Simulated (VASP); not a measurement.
# TaVN2 (P4/mmm) in VASP: single point with PBE

Aim: the single point of TaVN2 with PBE.

Program: VASP 6.6.1. These are calculated values, not measurements. Logs are shortened: lines on timing, memory, paths and dates and some standing lists are left out, and cuts for length are marked.

## (1) The cell of the first run

It takes space group P4/mmm (No. 123, tetragonal). The conventional cell has a = 3.050 Å, b = 3.050 Å, c = 4.296 Å, α = 90.00°, β = 90.00°, γ = 90.00°. Within 2.8 Å of Ta (site symmetry 4/mmm) lie 6 N at 2.15 to 2.16 Å. Within 2.8 Å of V (site symmetry 4/mmm) lie 6 N at 2.15 to 2.16 Å. N (site symmetry 4/mmm) has 2 Ta at 2.15 Å and 4 V at 2.16 Å within 2.8 Å. N (site symmetry 4/mmm) has 2 V at 2.15 Å and 4 Ta at 2.16 Å within 2.8 Å.

## (2) Single point, PBE, collinear spin, ferromagnetic start

File INCAR:

```
PREC     = Accurate       # precision mode
ENCUT    = 520            # plane-wave cutoff, eV
EDIFF    = 1E-7           # SCF threshold, eV
ISMEAR   = 0              # smearing method
SIGMA    = 0.1            # smearing width, eV
LREAL    = F              # projectors in reciprocal space
LASPH    = T              # aspherical terms in the spheres
NELM     = 150            # most SCF steps
ALGO     = Normal         # electronic algorithm
ISIF     = 2              # what is computed and relaxed
LWAVE    = F              # write WAVECAR
LCHARG   = T              # write CHGCAR
ISPIN    = 2              # spin polarisation
MAGMOM   = 0 2 0 0        # initial moments
LORBIT   = 11             # projections on sites
LMAXMIX  = 4              # l up to which the mixer works
GGA      = PE             # functional
LELF     = T              # ELF
LVHAR    = T            
NBANDS   = 29             # bands
```

File KPOINTS:

```
Automatic mesh
0
Gamma
  6 6 4
```

File POSCAR:

```
TaVN2
1.0
    3.0498669100      0.0000000000      0.0000000000
    0.0000000000      3.0498669100      0.0000000000
    0.0000000000      0.0000000000      4.2960619900
Ta V N
1 1 2
Direct
    0.0000000000      0.0000000000      0.0000000000
    0.5000000000      0.5000000000      0.5000000000
    0.0000000000      0.0000000000      0.5000000000
    0.5000000000      0.5000000000      0.0000000000
```

Potentials or basis: VASP PAW PBE potentials, release 64 (Ta_pv, V_sv, N).

The run is started by

```
$ cat potpaw_PBE.64/Ta_pv/POTCAR potpaw_PBE.64/V_sv/POTCAR potpaw_PBE.64/N/POTCAR > POTCAR
$ mpirun -np 1 vasp_std > vasp.out
```

OUTCAR:

```text
PREC = Accurate
   ENCUT = 520
   EDIFF = 1E-7
   ISMEAR = 0
   LREAL = F
   LASPH = T
   NELM = 150
   ISIF = 2
   ISPIN = 2
   LORBIT = 11
   GGA = PE

 ion  position               nearest neighbor table
   1  0.000  0.000  0.000-   3 2.15   3 2.15   4 2.16   4 2.16   4 2.16   4 2.16   2 3.04   2 3.04
                             2 3.04   2 3.04   2 3.04   2 3.04   2 3.04   2 3.04
   2  0.500  0.500  0.500-   4 2.15   4 2.15   3 2.16   3 2.16   3 2.16   3 2.16   1 3.04   1 3.04
                             1 3.04   1 3.04   1 3.04   1 3.04   1 3.04   1 3.04
   3  0.000  0.000  0.500-   1 2.15   1 2.15   2 2.16   2 2.16   2 2.16   2 2.16
   4  0.500  0.500  0.000-   2 2.15   2 2.15   1 2.16   1 2.16   1 2.16   1 2.16

  LATTYP: Found a simple tetragonal cell.
 ALAT       =     3.0498669100
 C/A-ratio  =     1.4086063808

  Lattice vectors:

 A1 = (   3.0498669100,   0.0000000000,   0.0000000000)
 A2 = (   0.0000000000,   3.0498669100,   0.0000000000)
 A3 = (   0.0000000000,   0.0000000000,   4.2960619900)

Analysis of symmetry for initial positions (statically):
=====================================================================
 Subroutine PRICEL returns:
 Original cell was already a primitive cell.

 Routine SETGRP: Setting up the symmetry group for a
 simple tetragonal supercell.

 Subroutine GETGRP returns: Found 16 space group operations
 (whereof 16 operations were pure point group operations)
 out of a pool of 16 trial point group operations.

The static configuration has the point symmetry D_4h.

Analysis of symmetry for dynamics (positions and initial velocities):
=====================================================================
 Subroutine PRICEL returns:
 Original cell was already a primitive cell.

 Routine SETGRP: Setting up the symmetry group for a
 simple tetragonal supercell.

 Subroutine GETGRP returns: Found 16 space group operations
 (whereof 16 operations were pure point group operations)
 out of a pool of 16 trial point group operations.

The dynamic configuration has the point symmetry D_4h.

Analysis of structural, dynamic, and magnetic symmetry:
=====================================================================
 Subroutine PRICEL returns:
 Original cell was already a primitive cell.

 Routine SETGRP: Setting up the symmetry group for a
 simple tetragonal supercell.

 Subroutine GETGRP returns: Found 16 space group operations
 (whereof 16 operations were pure point group operations)
 out of a pool of 16 trial point group operations.

The overall configuration has the point symmetry D_4h.

 Subroutine INISYM returns: Found 16 space group operations
 (whereof 16 operations are pure point group operations),
 and found     1 'primitive' translations

----------------------------------------------------------------------------------------

                                     Primitive cell

  volume of cell :      39.9606

  direct lattice vectors                    reciprocal lattice vectors
     3.049866910  0.000000000  0.000000000     0.327883160  0.000000000  0.000000000
     0.000000000  3.049866910  0.000000000     0.000000000  0.327883160  0.000000000
     0.000000000  0.000000000  4.296061990     0.000000000  0.000000000  0.232771315

  length of vectors
     3.049866910  3.049866910  4.296061990     0.327883160  0.327883160  0.232771315

  position of ions in fractional coordinates (direct lattice)
     0.000000000  0.000000000  0.000000000
     0.500000000  0.500000000  0.500000000
     0.000000000  0.000000000  0.500000000
     0.500000000  0.500000000  0.000000000

  ion indices of the primitive-cell ions
   primitive index   ion index
                 1           1
                 2           2
                 3           3
                 4           4

----------------------------------------------------------------------------------------

 KPOINTS: Automatic mesh

Automatic generation of k-mesh.
 Grid dimensions read from file:
 generate k-points for:    6    6    4

 Generating k-lattice:

  Cartesian coordinates                     Fractional coordinates (reciprocal lattice)
     0.054647193  0.000000000  0.000000000     0.166666667  0.000000000  0.000000000
     0.000000000  0.054647193  0.000000000     0.000000000  0.166666667  0.000000000
     0.000000000  0.000000000  0.058192829     0.000000000  0.000000000  0.250000000

  Length of vectors
     0.054647193  0.054647193  0.058192829

  Shift w.r.t. Gamma in fractional coordinates (k-lattice)
     0.000000000  0.000000000  0.000000000

 Subroutine IBZKPT returns following result:
 ===========================================

 Found     30 irreducible k-points:

 Following reciprocal coordinates:
            Coordinates               Weight
  0.000000  0.000000  0.000000      1.000000
  0.166667  0.000000  0.000000      4.000000
  0.333333  0.000000  0.000000      4.000000
  0.500000  0.000000  0.000000      2.000000
  0.166667  0.166667  0.000000      4.000000
  0.333333  0.166667  0.000000      8.000000
[... 16 lines left out ...]
  0.333333  0.000000  0.500000      4.000000
  0.500000  0.000000  0.500000      2.000000
 [... further k-points ...]
   k-points           NKPTS =     30   k-points in BZ     NKDIM =     30   number of bands    NBANDS=     29
   number of dos      NEDOS =    301   number of ions     NIONS =      4
   total plane-waves  NPLWV =  18432
   dimension x,y,z NGX =    24 NGY =   24 NGZ =   32
   dimension x,y,z NGXF=    48 NGYF=   48 NGZF=   64
   ions per type =               1   1   2
   NGX,Y,Z   is equivalent  to a cutoff of  13.08, 13.08, 12.38 a.u.
   NGXF,Y,Z  is equivalent  to a cutoff of  26.16, 26.16, 24.77 a.u.
 SYSTEM =  unknown system
   PREC   = accura    normal or accurate (medium, high low for compatibility)
   ISTART =      0    job   : 0-new  1-cont  2-samecut
   ICHARG =      2    charge: 1-file 2-atom 10-const
   ISPIN  =      2    spin polarized calculation?
   LNONCOLLINEAR =      F non collinear calculations
   LSORBIT =      F    spin-orbit coupling
   LASPH  =      T    aspherical Exc in radial PAW
   ENCUT  =  520.0 eV  38.22 Ry    6.18 a.u.   5.67  5.67  7.99*2*pi/ulx,y,z
   NELM   =    150;   NELMIN=  2; NELMDL= -5     # of ELM steps
   EDIFF  = 0.1E-06   stopping-criterion for ELM
   LREAL  =      F    real-space projection
   EDIFFG = 0.1E-05   stopping-criterion for IOM
   NSW    =      0    number of steps for IOM
   IBRION =     -1    ionic relax: 0-MD 1-quasi-New 2-CG
   NFREE  =      0    steps in history (QN), initial steepest desc. (CG)
   ISIF   =      2    stress and relaxation
   ISYM   =      2    0-nonsym 1-usesym 2-fastsym
   POTIM  = 0.5000    time-step for ionic-motion
   TEBEG  =    0.0;   TEEND  =   0.0 temperature during run
   PSTRESS=    0.0 pullay stress
   NELECT =      34.0000    total number of electrons
   NUPDOWN=      -1.0000    fix difference up-down
   EMIN   =  10.00;   EMAX   =-10.00  energy-range for DOS
   EFERMI =   0.00;   METHOD = LEGACY
   ISMEAR =     0;   SIGMA  =   0.10  broadening in eV -4-tet -1-fermi 0-gaus
   EFERMI_NEDOS =   21; number of points for ismear=-14 and -15
   IALGO  =     38    algorithm
   IMIX   =      4    mixing-type and parameters
     AMIX     =   0.40;   BMIX     =  1.00
     AMIX_MAG =   1.60;   BMIX_MAG =  1.00
  volume/ion in A,a.u.               =       9.99        67.42
  Fermi-wavevector in a.u.,A,eV,Ry     =   1.551281  2.931495 32.742033  2.406472
  Thomas-Fermi vector in A             =   2.655823
   LORBIT       =     11    0 simple, 1 ext, 2 COOP (PROOUT), +10 PAW based schemes
   GGA     = PE    functional components
   LHFCALC =     F    Hartree Fock is set to
   AEXX    =    0.0000 exact exchange contribution
   IVDW    =     0    specifies the selected vdW correction
   LEPSILON=     F    determine dielectric tensor
   LRPA    =     F    only Hartree local field effects (RPA)
 spin polarized calculation
 Gauss-broadening in eV      SIGMA  =   0.10
  energy-cutoff  :      520.00
  volume of cell :       39.96
 maximum number of plane-waves:      1088
 NGX is ok and might be reduce to    24
   NGX = 11   NGY = 11   NGZ = 15

 number of electron      33.9999991 magnetization       1.1481512

 Free energy of the ion-electron system (eV)
  ---------------------------------------------------
  ext. energy  EPLUGINS =         0.00000000
  ---------------------------------------------------
  free energy    TOTEN  =       -41.26029629 eV

  energy without entropy =      -41.24834101  energy(sigma->0) =      -41.25431865

 E-fermi :  10.1611     XC(G=0): -13.3092

 val. band max:       10.1463671705   @ k =   0.1667   0.0000   0.2500
 cond. band min:      10.1710187040   @ k =   0.3333   0.0000   0.5000
 fundamental gap:      0.0246515335
 Fermi energy:        10.1611188065

 spin component 1

 k-point     1 :       0.0000    0.0000    0.0000
  band No.  band energies     occupation
      1     -55.3111      1.00000
      2     -29.2309      1.00000
      3     -29.1214      1.00000
      4     -29.1214      1.00000
      5     -25.8579      1.00000
      6     -25.6935      1.00000
[... 757 lines left out ...]
     28      22.1889      0.00000
     29      22.2628      0.00000

 [... further k-points ...]

 spin component 2

 k-point     1 :       0.0000    0.0000    0.0000
  band No.  band energies     occupation
      1     -54.1805      1.00000
      2     -28.0514      1.00000
      3     -28.0514      1.00000
      4     -28.0421      1.00000
      5     -25.9175      1.00000
      6     -25.7365      1.00000
[... 757 lines left out ...]
     28      22.2488      0.00000
     29      22.5225      0.00000

 [... further k-points ...]
[... 5 lines left out ...]
  --------------------------------------------------------------------------------------
  -------------------------------------------------------------------------------------
  Total        0.3158153      0.3158153     -0.7919384      0.0000000      0.0000000      0.0000000
  in kB       12.6622662     12.6622662    -31.7518982      0.0000000      0.0000000      0.0000000
  external PRESSURE =      -2.1424553 kB  Pullay stress =       0.0000000 kB

 VOLUME and BASIS-vectors are now :
 -----------------------------------------------------------------------------
  energy-cutoff  :      520.00
  volume of cell :       39.96
      direct lattice vectors                 reciprocal lattice vectors
     3.049866910  0.000000000  0.000000000     0.327883160  0.000000000  0.000000000
     0.000000000  3.049866910  0.000000000     0.000000000  0.327883160  0.000000000
     0.000000000  0.000000000  4.296061990     0.000000000  0.000000000  0.232771315

 POSITION                                       TOTAL-FORCE (eV/Angst)
 -----------------------------------------------------------------------------------
      0.00000      0.00000      0.00000         0.000000      0.000000      0.000000
      1.52493      1.52493      2.14803         0.000000      0.000000      0.000000
      0.00000      0.00000      2.14803         0.000000      0.000000      0.000000
      1.52493      1.52493      0.00000         0.000000      0.000000      0.000000
 -----------------------------------------------------------------------------------
    total drift:                                0.000000     -0.000000     -0.000000

  FREE ENERGIE OF THE ION-ELECTRON SYSTEM (eV)
  ---------------------------------------------------
  free  energy   TOTEN  =       -41.2602962889 eV

  energy  without entropy=      -41.2483410113  energy(sigma->0) =      -41.25431865

 total charge

# of ion       s       p       d       tot
------------------------------------------
    1        0.299   6.265   2.377   8.941
    2        2.199   6.207   3.151  11.557
    3        1.234   2.502   0.000   3.736
    4        1.234   2.549   0.000   3.782
--------------------------------------------------
tot          4.966  17.523   5.528  28.017

 magnetization (x)

# of ion       s       p       d       tot
------------------------------------------
    1        0.000  -0.002  -0.079  -0.081
    2        0.007   0.007   1.104   1.119
    3        0.000   0.024   0.000   0.024
    4       -0.000   0.014   0.000   0.014
--------------------------------------------------
tot          0.008   0.043   1.025   1.076
```

It took 80 s on 1 thread of Intel Xeon 8259CL, shared host; peak memory 0.2 GiB.

What came out:

```yaml
Free_energy: -41.2603 eV
Pressure: -0.2 GPa
Net_moment: 1.15 μB per cell
Site_moments: Ta -0.08; V +1.12; N +0.02, +0.01 μB
Valence_electrons_inside_the_program's_atomic_spheres: Ta 8.94; V 11.56; N 3.74, 3.78
```

Stress tensor (GPa, compression positive):
```
 1.27  0.00  0.00
 0.00  1.27  0.00
 0.00  0.00 -3.18
```

Levels at points of the mesh, in eV from the Fermi level:
Spin up:
```tsv
k point	band 15	band 16	band 17	band 18	band 19	band 20
(0.00, 0.00, 0.00)	-2.85	-2.85	-1.82	-1.82	-1.73	-0.37
(0.50, 0.00, 0.00)	-5.28	-0.65	0.21	0.29	1.03	1.33
(0.50, 0.50, 0.00)	-4.02	-4.02	-3.51	0.53	0.66	1.05
(0.00, 0.00, 0.50)	-4.07	-4.01	-2.77	-0.14	0.16	0.16
(0.50, 0.00, 0.50)	-5.88	0.05	0.32	0.37	2.20	2.40
(0.50, 0.50, 0.50)	-6.00	-0.57	-0.57	0.66	0.77	0.77
```
Spin down:
| k point | band 14 | band 15 | band 16 | band 17 | band 18 | band 19 | band 20 | band 21 |
| --- | --- | --- | --- | --- | --- | --- | --- | --- |
| (0.00, 0.00, 0.00) | -2.82 | -2.82 | -2.80 | -1.15 | -1.15 | -0.98 | 0.17 | 0.22 |
| (0.50, 0.00, 0.00) | -5.22 | -4.94 | 0.67 | 0.91 | 1.16 | 1.24 | 1.48 | 2.02 |
| (0.50, 0.50, 0.00) | -4.10 | -3.96 | -3.96 | -3.39 | 1.14 | 1.61 | 1.84 | 2.62 |
| (0.00, 0.00, 0.50) | -4.06 | -4.06 | -4.06 | -1.88 | 0.54 | 1.30 | 1.37 | 1.37 |
| (0.50, 0.00, 0.50) | -5.73 | -5.71 | 1.36 | 1.39 | 1.59 | 2.24 | 2.37 | 2.72 |
| (0.50, 0.50, 0.50) | -5.82 | -5.82 | 0.48 | 0.48 | 0.69 | 0.69 | 1.85 | 2.15 |

Caveat: the k points lie up to 0.37 Å⁻¹ apart; spin-orbit coupling is left out, which moves the levels of the heavy elements.
